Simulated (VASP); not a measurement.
# SiAgF5 (P4/n) in VASP: single point with PBE

Aim: the single point of SiAgF5 with PBE.

Program: VASP 6.6.1. These are calculated values, not measurements. Logs are shortened: lines on timing, memory, paths and dates and some standing lists are left out, and cuts for length are marked.

### 1 The cell of the first run

Symmetry: P4/n, No. 85, tetragonal system. Conventional cell: a = 6.918 Å, b = 6.918 Å, c = 4.142 Å, α = 90.00°, β = 90.00°, γ = 90.00°. Within 1.9 Å of F (site symmetry 1) lie 1 Si at 1.44 Å. F (site symmetry 4) has 2 Ag at 2.07 to 2.08 Å within 2.7 Å. Within 2.7 Å of Ag (site symmetry 4) lie 6 F at 2.07 to 2.40 Å. Within 1.9 Å of Si (site symmetry -4) lie 4 F at 1.44 Å.

### 2 Single point, PBE

File INCAR:

```
SYSTEM = SiAgF5
PREC = Accurate
ENCUT = 520
EDIFF = 1E-7
ISMEAR = -1
SIGMA = 0.1
LREAL = .FALSE.
LASPH = .TRUE.
NELM = 100
ALGO = Normal
ISIF = 2
LWAVE = .FALSE.
LCHARG = .FALSE.
GGA = PE
NBANDS = 63
```

File KPOINTS:

```
Automatic mesh
0
G
  4 4 6
  0 0 0
```

File POSCAR:

```
SiAgF5
1.0
    6.9180940000      0.0000000000      0.0000000000
    0.0000000000      6.9180940000      0.0000000000
    0.0000000000      0.0000000000      4.1424920000
F Ag Si
10 2 2
Direct
    0.3136000000      0.5914000000      0.1984000000
    0.9086000000      0.3136000000      0.1984000000
    0.1864000000      0.9086000000      0.1984000000
    0.5914000000      0.1864000000      0.1984000000
    0.6864000000      0.4086000000      0.8016000000
    0.0914000000      0.6864000000      0.8016000000
    0.8136000000      0.0914000000      0.8016000000
    0.4086000000      0.8136000000      0.8016000000
    0.2500000000      0.2500000000      0.6934000000
    0.7500000000      0.7500000000      0.3066000000
    0.2500000000      0.2500000000      0.1923600000
    0.7500000000      0.7500000000      0.8076400000
    0.2500000000      0.7500000000      0.0000000000
    0.7500000000      0.2500000000      0.0000000000
```

Potentials or basis: VASP PAW PBE potentials, release 64 (F, Ag, Si).

The run is started by

```console
$ cat potpaw_PBE.64/F/POTCAR potpaw_PBE.64/Ag/POTCAR potpaw_PBE.64/Si/POTCAR > POTCAR
$ mpirun -np 1 vasp_std > vasp.out
```

OUTCAR:

```text
SYSTEM = SiAgF5
   PREC = Accurate
   ENCUT = 520
   EDIFF = 1E-7
   ISMEAR = -1
   LREAL = .FALSE.
   LASPH = .TRUE.
   NELM = 100
   ISIF = 2
   GGA = PE

 ion  position               nearest neighbor table
   1  0.314  0.591  0.198-  13 1.44  11 2.40
   2  0.909  0.314  0.198-  14 1.44  11 2.40
   3  0.186  0.909  0.198-  13 1.44  11 2.40
   4  0.591  0.186  0.198-  14 1.44  11 2.40
   5  0.686  0.409  0.802-  14 1.44  12 2.40
   6  0.091  0.686  0.802-  13 1.44  12 2.40
   7  0.814  0.091  0.802-  14 1.44  12 2.40
   8  0.409  0.814  0.802-  13 1.44  12 2.40
   9  0.250  0.250  0.693-  11 2.07  11 2.08
  10  0.750  0.750  0.307-  12 2.07  12 2.08
  11  0.250  0.250  0.192-   9 2.07   9 2.08   2 2.40   3 2.40   4 2.40   1 2.40
  12  0.750  0.750  0.808-  10 2.07  10 2.08   7 2.40   8 2.40   5 2.40   6 2.40
  13  0.250  0.750  0.000-   1 1.44   3 1.44   6 1.44   8 1.44
  14  0.750  0.250  0.000-   2 1.44   4 1.44   5 1.44   7 1.44

  LATTYP: Found a simple tetragonal cell.
 ALAT       =     6.9180940000
 C/A-ratio  =     0.5987909387

  Lattice vectors:

 A1 = (   6.9180940000,   0.0000000000,   0.0000000000)
 A2 = (   0.0000000000,   6.9180940000,   0.0000000000)
 A3 = (   0.0000000000,   0.0000000000,   4.1424920000)

Analysis of symmetry for initial positions (statically):
=====================================================================
 Subroutine PRICEL returns:
 Original cell was already a primitive cell.

 Routine SETGRP: Setting up the symmetry group for a
 simple tetragonal supercell.

 Subroutine GETGRP returns: Found  8 space group operations
 (whereof  2 operations were pure point group operations)
 out of a pool of 16 trial point group operations.

The static configuration has the point symmetry S_2 .
 The point group associated with its full space group is C_4h.

Analysis of symmetry for dynamics (positions and initial velocities):
=====================================================================
 Subroutine PRICEL returns:
 Original cell was already a primitive cell.

 Routine SETGRP: Setting up the symmetry group for a
 simple tetragonal supercell.

 Subroutine GETGRP returns: Found  8 space group operations
 (whereof  2 operations were pure point group operations)
 out of a pool of 16 trial point group operations.

The dynamic configuration has the point symmetry S_2 .
 The point group associated with its full space group is C_4h.

 Subroutine INISYM returns: Found  8 space group operations
 (whereof  2 operations are pure point group operations),
 and found     1 'primitive' translations

----------------------------------------------------------------------------------------

                                     Primitive cell

  volume of cell :     198.2598

  direct lattice vectors                    reciprocal lattice vectors
     6.918094000  0.000000000  0.000000000     0.144548484  0.000000000  0.000000000
     0.000000000  6.918094000  0.000000000     0.000000000  0.144548484  0.000000000
     0.000000000  0.000000000  4.142492000     0.000000000  0.000000000  0.241400587

  length of vectors
     6.918094000  6.918094000  4.142492000     0.144548484  0.144548484  0.241400587

  position of ions in fractional coordinates (direct lattice)
     0.313600000  0.591400000  0.198400000
     0.908600000  0.313600000  0.198400000
     0.186400000  0.908600000  0.198400000
     0.591400000  0.186400000  0.198400000
     0.686400000  0.408600000  0.801600000
     0.091400000  0.686400000  0.801600000
     0.813600000  0.091400000  0.801600000
     0.408600000  0.813600000  0.801600000
     0.250000000  0.250000000  0.693400000
     0.750000000  0.750000000  0.306600000
     0.250000000  0.250000000  0.192360000
     0.750000000  0.750000000  0.807640000
     0.250000000  0.750000000  0.000000000
     0.750000000  0.250000000  0.000000000

  ion indices of the primitive-cell ions
   primitive index   ion index
                 1           1
                 2           2
                 3           3
                 4           4
                 5           5
                 6           6
                 7           7
                 8           8
                 9           9
                10          10
                11          11
                12          12
                13          13
                14          14

----------------------------------------------------------------------------------------

 KPOINTS: Automatic mesh

Automatic generation of k-mesh.
 Grid dimensions read from file:
 generate k-points for:    4    4    6

 Generating k-lattice:

  Cartesian coordinates                     Fractional coordinates (reciprocal lattice)
     0.036137121  0.000000000  0.000000000     0.250000000  0.000000000  0.000000000
     0.000000000  0.036137121  0.000000000     0.000000000  0.250000000  0.000000000
     0.000000000  0.000000000  0.040233431     0.000000000  0.000000000  0.166666667

  Length of vectors
     0.036137121  0.036137121  0.040233431

  Shift w.r.t. Gamma in fractional coordinates (k-lattice)
     0.000000000  0.000000000  0.000000000

 Subroutine IBZKPT returns following result:
 ===========================================

 Found     24 irreducible k-points:

 Following reciprocal coordinates:
            Coordinates               Weight
  0.000000  0.000000  0.000000      1.000000
  0.250000  0.000000  0.000000      4.000000
  0.500000  0.000000  0.000000      2.000000
  0.250000  0.250000  0.000000      4.000000
  0.500000  0.250000  0.000000      4.000000
  0.500000  0.500000  0.000000      1.000000
[... 16 lines left out ...]
  0.500000  0.250000  0.500000      4.000000
  0.500000  0.500000  0.500000      1.000000
   k-points           NKPTS =     24   k-points in BZ     NKDIM =     24   number of bands    NBANDS=     63
   number of dos      NEDOS =    301   number of ions     NIONS =     14
   total plane-waves  NPLWV =  93312
   dimension x,y,z NGX =    54 NGY =   54 NGZ =   32
   dimension x,y,z NGXF=   108 NGYF=  108 NGZF=   64
   ions per type =              10   2   2
   NGX,Y,Z   is equivalent  to a cutoff of  12.98, 12.98, 12.84 a.u.
   NGXF,Y,Z  is equivalent  to a cutoff of  25.95, 25.95, 25.68 a.u.
 SYSTEM =  SiAgF5
   PREC   = accura    normal or accurate (medium, high low for compatibility)
   ISTART =      0    job   : 0-new  1-cont  2-samecut
   ICHARG =      2    charge: 1-file 2-atom 10-const
   ISPIN  =      1    spin polarized calculation?
   LNONCOLLINEAR =      F non collinear calculations
   LSORBIT =      F    spin-orbit coupling
   LASPH  =      T    aspherical Exc in radial PAW
   ENCUT  =  520.0 eV  38.22 Ry    6.18 a.u.  12.86 12.86  7.70*2*pi/ulx,y,z
   NELM   =    100;   NELMIN=  2; NELMDL= -5     # of ELM steps
   EDIFF  = 0.1E-06   stopping-criterion for ELM
   LREAL  =      F    real-space projection
   EDIFFG = 0.1E-05   stopping-criterion for IOM
   NSW    =      0    number of steps for IOM
   IBRION =     -1    ionic relax: 0-MD 1-quasi-New 2-CG
   NFREE  =      0    steps in history (QN), initial steepest desc. (CG)
   ISIF   =      2    stress and relaxation
   ISYM   =      2    0-nonsym 1-usesym 2-fastsym
   POTIM  = 0.5000    time-step for ionic-motion
   TEBEG  =    0.0;   TEEND  =   0.0 temperature during run
   PSTRESS=    0.0 pullay stress
   NELECT =     100.0000    total number of electrons
   NUPDOWN=      -1.0000    fix difference up-down
   EMIN   =  10.00;   EMAX   =-10.00  energy-range for DOS
   EFERMI =   0.00;   METHOD = LEGACY
   ISMEAR =    -1;   SIGMA  =   0.10  broadening in eV -4-tet -1-fermi 0-gaus
   EFERMI_NEDOS =   21; number of points for ismear=-14 and -15
   IALGO  =     38    algorithm
   IMIX   =      4    mixing-type and parameters
     AMIX     =   0.40;   BMIX     =  1.00
     AMIX_MAG =   1.60;   BMIX_MAG =  1.00
  volume/ion in A,a.u.               =      14.16        95.57
  Fermi-wavevector in a.u.,A,eV,Ry     =   1.303157  2.462609 23.105649  1.698217
  Thomas-Fermi vector in A             =   2.434177
   LORBIT       =      0    0 simple, 1 ext, 2 COOP (PROOUT), +10 PAW based schemes
   GGA     = PE    functional components
   LHFCALC =     F    Hartree Fock is set to
   AEXX    =    0.0000 exact exchange contribution
   IVDW    =     0    specifies the selected vdW correction
   LEPSILON=     F    determine dielectric tensor
   LRPA    =     F    only Hartree local field effects (RPA)
 non-spin polarized calculation
  energy-cutoff  :      520.00
  volume of cell :      198.26
 maximum number of plane-waves:      5380
 NGX is ok and might be reduce to    54
   NGX = 25   NGY = 25   NGZ = 15

 number of electron     100.0000068 magnetization

 Free energy of the ion-electron system (eV)
  ---------------------------------------------------
  ext. energy  EPLUGINS =         0.00000000
  ---------------------------------------------------
  free energy    TOTEN  =       -62.17226662 eV

  energy without entropy =      -62.17219939  energy(sigma->0) =      -62.17223301

 E-fermi :   3.8062     XC(G=0):  -8.8742

 val. band max:        2.8560769176   @ k =   0.5000   0.5000   0.5000
 cond. band min:       4.4713968268   @ k =   0.0000   0.0000   0.0000
 fundamental gap:      1.6153199092
 Fermi energy:         3.8061753533

 k-point     1 :       0.0000    0.0000    0.0000
  band No.  band energies     occupation
      1     -26.1067      2.00000
      2     -26.0716      2.00000
      3     -24.6843      2.00000
      4     -24.6843      2.00000
      5     -24.6640      2.00000
      6     -24.6640      2.00000
[... 54 lines left out ...]
     61      12.3194      0.00000
     62      12.3327      0.00000

 k-point     2 :       0.2500    0.0000    0.0000
  band No.  band energies     occupation
      1     -26.1008      2.00000
      2     -26.0761      2.00000
      3     -24.6840      2.00000
      4     -24.6817      2.00000
      5     -24.6694      2.00000
      6     -24.6673      2.00000
[... 54 lines left out ...]
     61      12.2208      0.00000
     62      12.3244      0.00000

 k-point     3 :       0.5000    0.0000    0.0000
  band No.  band energies     occupation
      1     -26.0875      2.00000
      2     -26.0875      2.00000
      3     -24.6791      2.00000
      4     -24.6791      2.00000
      5     -24.6746      2.00000
      6     -24.6746      2.00000
[... 1354 lines left out ...]
     61      11.7187      0.00000
     62      12.0824      0.00000

 k-point    24 :       0.5000    0.5000    0.5000
  band No.  band energies     occupation
      1     -26.0098      2.00000
      2     -26.0098      2.00000
      3     -24.6885      2.00000
      4     -24.6885      2.00000
      5     -24.6832      2.00000
      6     -24.6832      2.00000
[... 54 lines left out ...]
     61      12.3603      0.00000
     62      12.3603      0.00000
 [bands above 62 left out]

------------------------ aborting loop because EDIFF is reached ----------------------------------------

  FORCE on cell =-STRESS in cart. coord.  units (eV):
  Direction    XX          YY          ZZ          XY          YZ          ZX
  --------------------------------------------------------------------------------------
  -------------------------------------------------------------------------------------
  Total       43.6703287     43.6703287     42.1083111      0.0000001     -0.0000000      0.0000000
  in kB      352.9087672    352.9087672    340.2857863      0.0000005     -0.0000000      0.0000000
  external PRESSURE =     348.7011069 kB  Pullay stress =       0.0000000 kB

 VOLUME and BASIS-vectors are now :
 -----------------------------------------------------------------------------
  energy-cutoff  :      520.00
  volume of cell :      198.26
      direct lattice vectors                 reciprocal lattice vectors
     6.918094000  0.000000000  0.000000000     0.144548484  0.000000000  0.000000000
     0.000000000  6.918094000  0.000000000     0.000000000  0.144548484  0.000000000
     0.000000000  0.000000000  4.142492000     0.000000000  0.000000000  0.241400587

 POSITION                                       TOTAL-FORCE (eV/Angst)
 -----------------------------------------------------------------------------------
      2.16951      4.09136      0.82187         2.728201     -5.487508      4.900676
      6.28578      2.16951      0.82187         5.487508      2.728201      4.900676
      1.28953      6.28578      0.82187        -2.728201      5.487508      4.900676
      4.09136      1.28953      0.82187        -5.487508     -2.728201      4.900676
      4.74858      2.82673      3.32062        -2.728201      5.487508     -4.900676
      0.63231      4.74858      3.32062        -5.487508     -2.728201     -4.900676
      5.62856      0.63231      3.32062         2.728201     -5.487508     -4.900676
      2.82673      5.62856      3.32062         5.487508      2.728201     -4.900676
      1.72952      1.72952      2.87240        -0.000000     -0.000000     -0.013907
      5.18857      5.18857      1.27009        -0.000000     -0.000000      0.013907
      1.72952      1.72952      0.79685        -0.000000     -0.000000      0.183178
      5.18857      5.18857      3.34564        -0.000000     -0.000000     -0.183178
      1.72952      5.18857      0.00000        -0.000000     -0.000000     -0.000000
      5.18857      1.72952      0.00000        -0.000000     -0.000000     -0.000000
 -----------------------------------------------------------------------------------
    total drift:                                0.000000      0.000000     -0.000000

  FREE ENERGIE OF THE ION-ELECTRON SYSTEM (eV)
  ---------------------------------------------------
  free  energy   TOTEN  =       -62.1722666246 eV

  energy  without entropy=      -62.1721993898  energy(sigma->0) =      -62.17223301
```

Run time: 8.4 min. Hardware: 1 thread of Intel Xeon 8259CL, shared host; peak memory 0.43 GiB.

What came out:

| Item | Value |
| --- | --- |
| Free energy | -62.1723 eV |
| Pressure | 34.9 GPa |
| Largest force | 7.847 eV/Å |
| Band gap on the k mesh | 1.62 eV (least direct gap 3.07 eV) |

Forces in eV/Å, atoms in the order of the input:
```
F    2.728 -5.488  4.901
F    5.488  2.728  4.901
F   -2.728  5.488  4.901
F   -5.488 -2.728  4.901
F   -2.728  5.488 -4.901
F   -5.488 -2.728 -4.901
F    2.728 -5.488 -4.901
F    5.488  2.728 -4.901
F    0.000  0.000 -0.014
F    0.000  0.000  0.014
Ag   0.000  0.000  0.183
Ag   0.000  0.000 -0.183
Si   0.000  0.000  0.000
Si   0.000  0.000  0.000
```

Caveat: the cell stands under pressure; forces of over 1 eV/Å act on the atoms, so gaps and moduli don't describe the material at rest. A k mesh can miss the band edges.
